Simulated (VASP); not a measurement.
# SiGe2C2 (P4/mmm) in VASP: notebook

SiGe2C2 is run at these levels: PBE; tasks: relaxation of cell and atoms.

All numbers are computed with VASP 6.6.1; they aren't measurements. Logs are shortened: lines on timing, memory, paths and dates and some standing lists are left out, and cuts for length are marked.

## (1) The cell of the first run

It takes space group P4/mmm (No. 123, tetragonal). The conventional cell has a = 4.908 Å, b = 4.908 Å, c = 3.444 Å, α = 90.00°, β = 90.00°, γ = 90.00°. Within 2.3 Å of Si (site symmetry 4/mmm) lie 2 C at 1.72 Å. Ge (site symmetry mmm) has 2 Si at 2.45 Å and 8 C at 3.00 Å within 3.2 Å. C (site symmetry 4/mmm) has 8 Ge at 3.00 Å and 6 C at 3.44 to 3.47 Å and 8 Si at 3.87 Å within 3.9 Å. Within 2.3 Å of C (site symmetry 4/mmm) lie 2 Si at 1.72 Å.

The cell was built from a structure type or drawn by symmetry, and may not be a known phase.

## (2) Relaxation of cell and atoms, PBE

Contents of INCAR:

```
  PREC = Accurate
  ENCUT = 600
  EDIFF = 1E-6
  ISMEAR = 0
  SIGMA = 0.1
  LREAL = False
  LASPH = True
  NELM = 80
  ALGO = Normal
  ISIF = 3
  LWAVE = False
  LCHARG = False
  GGA = PE
  IBRION = 2
  NSW = 90
  EDIFFG = -0.04
```

Contents of KPOINTS:

```
Automatic mesh
0
Gamma
  4 4 6
```

Contents of POSCAR:

```
SiGe2C2
1.0
    4.9075965257      0.0000000000      0.0000000000
    0.0000000000      4.9075965257      0.0000000000
    0.0000000000      0.0000000000      3.4439055413
Si Ge C
1 2 2
Direct
    0.5000000000      0.5000000000      0.5000000000
    0.0000000000      0.5000000000      0.5000000000
    0.5000000000      0.0000000000      0.5000000000
    0.0000000000      0.0000000000      0.0000000000
    0.5000000000      0.5000000000      0.0000000000
```

Potentials or basis: VASP PAW PBE potentials, release 64 (Si, Ge_d, C).

Started as:

```console
> cat potpaw_PBE.64/Si/POTCAR potpaw_PBE.64/Ge_d/POTCAR potpaw_PBE.64/C/POTCAR > POTCAR
> mpirun -np 1 vasp_std > vasp.out
```

OUTCAR:

```text
PREC = Accurate
   ENCUT = 600
   EDIFF = 1E-6
   ISMEAR = 0
   LREAL = False
   LASPH = True
   NELM = 80
   ISIF = 3
   GGA = PE
   IBRION = 2
   NSW = 90
   EDIFFG = -0.04

 ion  position               nearest neighbor table
   1  0.500  0.500  0.500-   5 1.72   5 1.72   2 2.45   3 2.45   3 2.45   2 2.45
   2  0.000  0.500  0.500-   1 2.45   1 2.45
   3  0.500  0.000  0.500-   1 2.45   1 2.45
   4  0.000  0.000  0.000-
   5  0.500  0.500  0.000-   1 1.72   1 1.72

  LATTYP: Found a simple tetragonal cell.
 ALAT       =     4.9075965257
 C/A-ratio  =     0.7017499347

  Lattice vectors:

 A1 = (   4.9075965257,   0.0000000000,   0.0000000000)
 A2 = (   0.0000000000,   4.9075965257,   0.0000000000)
 A3 = (   0.0000000000,   0.0000000000,   3.4439055413)

Analysis of symmetry for initial positions (statically):
=====================================================================
 Subroutine PRICEL returns:
 Original cell was already a primitive cell.

 Routine SETGRP: Setting up the symmetry group for a
 simple tetragonal supercell.

 Subroutine GETGRP returns: Found 16 space group operations
 (whereof 16 operations were pure point group operations)
 out of a pool of 16 trial point group operations.

The static configuration has the point symmetry D_4h.

Analysis of symmetry for dynamics (positions and initial velocities):
=====================================================================
 Subroutine PRICEL returns:
 Original cell was already a primitive cell.

 Routine SETGRP: Setting up the symmetry group for a
 simple tetragonal supercell.

 Subroutine GETGRP returns: Found 16 space group operations
 (whereof 16 operations were pure point group operations)
 out of a pool of 16 trial point group operations.

The dynamic configuration has the point symmetry D_4h.

 Subroutine INISYM returns: Found 16 space group operations
 (whereof 16 operations are pure point group operations),
 and found     1 'primitive' translations

----------------------------------------------------------------------------------------

                                     Primitive cell

  volume of cell :      82.9448

  direct lattice vectors                    reciprocal lattice vectors
     4.907596526  0.000000000  0.000000000     0.203765732  0.000000000  0.000000000
     0.000000000  4.907596526  0.000000000     0.000000000  0.203765732  0.000000000
     0.000000000  0.000000000  3.443905541     0.000000000  0.000000000  0.290368010

  length of vectors
     4.907596526  4.907596526  3.443905541     0.203765732  0.203765732  0.290368010

  position of ions in fractional coordinates (direct lattice)
     0.500000000  0.500000000  0.500000000
     0.000000000  0.500000000  0.500000000
     0.500000000  0.000000000  0.500000000
     0.000000000  0.000000000  0.000000000
     0.500000000  0.500000000  0.000000000

  ion indices of the primitive-cell ions
   primitive index   ion index
                 1           1
                 2           2
                 3           3
                 4           4
                 5           5

----------------------------------------------------------------------------------------

 KPOINTS: Automatic mesh

Automatic generation of k-mesh.
 Grid dimensions read from file:
 generate k-points for:    4    4    6

 Generating k-lattice:

  Cartesian coordinates                     Fractional coordinates (reciprocal lattice)
     0.050941433  0.000000000  0.000000000     0.250000000  0.000000000  0.000000000
     0.000000000  0.050941433  0.000000000     0.000000000  0.250000000  0.000000000
     0.000000000  0.000000000  0.048394668     0.000000000  0.000000000  0.166666667

  Length of vectors
     0.050941433  0.050941433  0.048394668

  Shift w.r.t. Gamma in fractional coordinates (k-lattice)
     0.000000000  0.000000000  0.000000000

 Subroutine IBZKPT returns following result:
 ===========================================

 Found     24 irreducible k-points:

 Following reciprocal coordinates:
            Coordinates               Weight
  0.000000  0.000000  0.000000      1.000000
  0.250000  0.000000  0.000000      4.000000
  0.500000  0.000000  0.000000      2.000000
  0.250000  0.250000  0.000000      4.000000
  0.500000  0.250000  0.000000      4.000000
  0.500000  0.500000  0.000000      1.000000
[... 16 lines left out ...]
  0.500000  0.250000  0.500000      4.000000
  0.500000  0.500000  0.500000      1.000000
   k-points           NKPTS =     24   k-points in BZ     NKDIM =     24   number of bands    NBANDS=     24
   number of dos      NEDOS =    301   number of ions     NIONS =      5
   total plane-waves  NPLWV =  44800
   dimension x,y,z NGX =    40 NGY =   40 NGZ =   28
   dimension x,y,z NGXF=    80 NGYF=   80 NGZF=   56
   ions per type =               1   2   2
   NGX,Y,Z   is equivalent  to a cutoff of  13.55, 13.55, 13.52 a.u.
   NGXF,Y,Z  is equivalent  to a cutoff of  27.10, 27.10, 27.03 a.u.
 SYSTEM =  unknown system
   PREC   = accura    normal or accurate (medium, high low for compatibility)
   ISTART =      0    job   : 0-new  1-cont  2-samecut
   ICHARG =      2    charge: 1-file 2-atom 10-const
   ISPIN  =      1    spin polarized calculation?
   LNONCOLLINEAR =      F non collinear calculations
   LSORBIT =      F    spin-orbit coupling
   LASPH  =      T    aspherical Exc in radial PAW
   ENCUT  =  600.0 eV  44.10 Ry    6.64 a.u.   9.80  9.80  6.88*2*pi/ulx,y,z
   NELM   =     80;   NELMIN=  2; NELMDL= -5     # of ELM steps
   EDIFF  = 0.1E-05   stopping-criterion for ELM
   LREAL  =      F    real-space projection
   EDIFFG = -.4E-01   stopping-criterion for IOM
   NSW    =     90    number of steps for IOM
   IBRION =      2    ionic relax: 0-MD 1-quasi-New 2-CG
   NFREE  =      1    steps in history (QN), initial steepest desc. (CG)
   ISIF   =      3    stress and relaxation
   ISYM   =      2    0-nonsym 1-usesym 2-fastsym
   POTIM  = 0.5000    time-step for ionic-motion
   TEBEG  =    0.0;   TEEND  =   0.0 temperature during run
   PSTRESS=    0.0 pullay stress
   NELECT =      40.0000    total number of electrons
   NUPDOWN=      -1.0000    fix difference up-down
   EMIN   =  10.00;   EMAX   =-10.00  energy-range for DOS
   EFERMI =   0.00;   METHOD = LEGACY
   ISMEAR =     0;   SIGMA  =   0.10  broadening in eV -4-tet -1-fermi 0-gaus
   EFERMI_NEDOS =   21; number of points for ismear=-14 and -15
   IALGO  =     38    algorithm
   IMIX   =      4    mixing-type and parameters
     AMIX     =   0.40;   BMIX     =  1.00
     AMIX_MAG =   1.60;   BMIX_MAG =  1.00
  volume/ion in A,a.u.               =      16.59       111.95
  Fermi-wavevector in a.u.,A,eV,Ry     =   1.283803  2.426037 22.424458  1.648151
  Thomas-Fermi vector in A             =   2.416035
   LORBIT       =      0    0 simple, 1 ext, 2 COOP (PROOUT), +10 PAW based schemes
   GGA     = PE    functional components
   LHFCALC =     F    Hartree Fock is set to
   AEXX    =    0.0000 exact exchange contribution
   IVDW    =     0    specifies the selected vdW correction
   LEPSILON=     F    determine dielectric tensor
   LRPA    =     F    only Hartree local field effects (RPA)
 conjugate gradient relaxation of ions
 non-spin polarized calculation
 Gauss-broadening in eV      SIGMA  =   0.10
  energy-cutoff  :      600.00
  volume of cell :       82.94
 maximum number of plane-waves:      2812
 NGX is ok and might be reduce to    40
   NGX = 19   NGY = 19   NGZ = 13

--------------------------------------- Ionic step        1  -------------------------------------------

 number of electron      40.0000020 magnetization

 Free energy of the ion-electron system (eV)
  ---------------------------------------------------
  ext. energy  EPLUGINS =         0.00000000
  ---------------------------------------------------
  free energy    TOTEN  =       -22.76873620 eV

  energy without entropy =      -22.75391239  energy(sigma->0) =      -22.76132430

------------------------ aborting loop because EDIFF is reached ----------------------------------------

  FORCE on cell =-STRESS in cart. coord.  units (eV):
  Direction    XX          YY          ZZ          XY          YZ          ZX
  --------------------------------------------------------------------------------------
  -------------------------------------------------------------------------------------
  Total       -0.6331612     -0.6331612      0.0967298      0.0000000      0.0000000      0.0000000
  in kB      -12.2302671    -12.2302671      1.8684519      0.0000000      0.0000000      0.0000000
  external PRESSURE =      -7.5306941 kB  Pullay stress =       0.0000000 kB

 VOLUME and BASIS-vectors are now :
 -----------------------------------------------------------------------------
  energy-cutoff  :      600.00
  volume of cell :       82.94
      direct lattice vectors                 reciprocal lattice vectors
     4.907596526  0.000000000  0.000000000     0.203765732  0.000000000  0.000000000
     0.000000000  4.907596526  0.000000000     0.000000000  0.203765732  0.000000000
     0.000000000  0.000000000  3.443905541     0.000000000  0.000000000  0.290368010

 POSITION                                       TOTAL-FORCE (eV/Angst)
 -----------------------------------------------------------------------------------
      2.45380      2.45380      1.72195         0.000000      0.000000      0.000000
      0.00000      2.45380      1.72195         0.000000      0.000000      0.000000
      2.45380      0.00000      1.72195         0.000000      0.000000      0.000000
      0.00000      0.00000      0.00000         0.000000      0.000000      0.000000
      2.45380      2.45380      0.00000         0.000000      0.000000      0.000000
 -----------------------------------------------------------------------------------
    total drift:                               -0.000000      0.000000     -0.000000

  FREE ENERGIE OF THE ION-ELECTRON SYSTEM (eV)
  ---------------------------------------------------
  free  energy   TOTEN  =       -22.7687362045 eV

  energy  without entropy=      -22.7539123943  energy(sigma->0) =      -22.76132430

--------------------------------------- Ionic step        2  -------------------------------------------

 number of electron      40.0000027 magnetization

 Free energy of the ion-electron system (eV)
  ---------------------------------------------------
  ext. energy  EPLUGINS =         0.00000000
  ---------------------------------------------------
  free energy    TOTEN  =       -22.77357013 eV

  energy without entropy =      -22.75944647  energy(sigma->0) =      -22.76650830

 E-fermi :   4.7793     XC(G=0): -10.3813

 val. band max:        4.7754301290   @ k =   0.5000   0.5000   0.0000
 cond. band min:       4.8076448603   @ k =   0.2500   0.2500   0.1667
 fundamental gap:      0.0322147313
 Fermi energy:         4.7793219369

 k-point     1 :       0.0000    0.0000    0.0000
  band No.  band energies     occupation
      1     -20.0079      2.00000
      2     -19.9934      2.00000
      3     -19.9759      2.00000
      4     -19.9759      2.00000
      5     -19.9491      2.00000
      6     -19.9300      2.00000
[... 16 lines left out ...]
     23       7.7299      0.00000
     24       9.4034      0.00000

 k-point     2 :       0.2500    0.0000    0.0000
  band No.  band energies     occupation
      1     -20.0056      2.00000
      2     -19.9954      2.00000
      3     -19.9758      2.00000
      4     -19.9758      2.00000
      5     -19.9444      2.00000
      6     -19.9303      2.00000
[... 16 lines left out ...]
     23       8.1028      0.00000
     24       8.7064      0.00000
[... 565 lines left out ...]
     23       7.1118      0.00000
     24       7.8894      0.00000

 k-point    24 :       0.5000    0.5000    0.5000
  band No.  band energies     occupation
      1     -19.9872      2.00000
      2     -19.9809      2.00000
      3     -19.9809      2.00000
      4     -19.9783      2.00000
      5     -19.9440      2.00000
      6     -19.9322      2.00000
[... 16 lines left out ...]
     23       8.2187      0.00000
     24       8.6665      0.00000

------------------------ aborting loop because EDIFF is reached ----------------------------------------

  FORCE on cell =-STRESS in cart. coord.  units (eV):
  Direction    XX          YY          ZZ          XY          YZ          ZX
  --------------------------------------------------------------------------------------
  -------------------------------------------------------------------------------------
  Total       -0.1545188     -0.1545188      0.1342906      0.0000000     -0.0000000      0.0000000
  in kB       -3.0187038     -3.0187038      2.6235217      0.0000000     -0.0000000      0.0000000
  external PRESSURE =      -1.1379620 kB  Pullay stress =       0.0000000 kB

 VOLUME and BASIS-vectors are now :
 -----------------------------------------------------------------------------
  energy-cutoff  :      600.00
  volume of cell :       82.01
      direct lattice vectors                 reciprocal lattice vectors
     4.877615649  0.000000000  0.000000000     0.205018204  0.000000000 -0.000000000
     0.000000000  4.877615649  0.000000000     0.000000000  0.205018204 -0.000000000
     0.000000000  0.000000000  3.447119740    -0.000000000 -0.000000000  0.290097262

 POSITION                                       TOTAL-FORCE (eV/Angst)
 -----------------------------------------------------------------------------------
      2.43881      2.43881      1.72356         0.000000      0.000000      0.000000
      0.00000      2.43881      1.72356        -0.000000     -0.000000      0.000000
      2.43881      0.00000      1.72356         0.000000     -0.000000      0.000000
      0.00000      0.00000      0.00000         0.000000      0.000000      0.000000
      2.43881      2.43881      0.00000         0.000000      0.000000      0.000000
 -----------------------------------------------------------------------------------
    total drift:                               -0.000000      0.000000     -0.000000

  FREE ENERGIE OF THE ION-ELECTRON SYSTEM (eV)
  ---------------------------------------------------
  free  energy   TOTEN  =       -22.7735701270 eV

  energy  without entropy=      -22.7594464702  energy(sigma->0) =      -22.76650830

 reached required accuracy - stopping structural energy minimisation
```

Run time: 2 min. Hardware: 1 thread of Intel Xeon Platinum 8259CL at 2.50GHz (Skylake/Cascade Lake), shared host; peak memory 0.23 GiB.

What came out:

| Item | Value |
| --- | --- |
| Free energy | -22.7736 eV |
| Relaxed volume | 16.40 Å³/atom |
| Relaxed cell | a = 4.878 Å, b = 4.878 Å, c = 3.447 Å, α = 90.00°, β = 90.00°, γ = 90.00° |
| Space group after relaxing (to 0.1 Å) | P4/mmm (No. 123) |
| Energy gained by relaxing | 1.0 meV/atom |
| Ionic steps | 2 |
| Pressure after relaxing | -0.1 GPa |
| Band gap on the k mesh | zero (bands 20 and 21 overlap by 1.70 eV) |

Step by step:
| step | energy change (eV) | largest force (eV/Å) | pressure (GPa) | volume (Å³) |
| --- | --- | --- | --- | --- |
| 1 | 0.0000 | 0.0000 | -0.75 | 82.94 |
| 2 | -0.0048 | 0.0000 | -0.11 | 82.01 |

Final structure:
```cif
data_structure
_symmetry_space_group_name_H-M 'P 1'
_symmetry_Int_Tables_number 1
_cell_length_a 4.8776
_cell_length_b 4.8776
_cell_length_c 3.4471
_cell_angle_alpha 90.000
_cell_angle_beta 90.000
_cell_angle_gamma 90.000
_cell_volume 82.01
loop_
_atom_site_label
_atom_site_type_symbol
_atom_site_fract_x
_atom_site_fract_y
_atom_site_fract_z
_atom_site_occupancy
Si1 Si 0.50000 0.50000 0.50000 1
Ge1 Ge 0.00000 0.50000 0.50000 1
Ge2 Ge 0.50000 0.00000 0.50000 1
C1 C 0.00000 0.00000 0.00000 1
C2 C 0.50000 0.50000 0.00000 1
```

(Continued in part 2 of 2.)
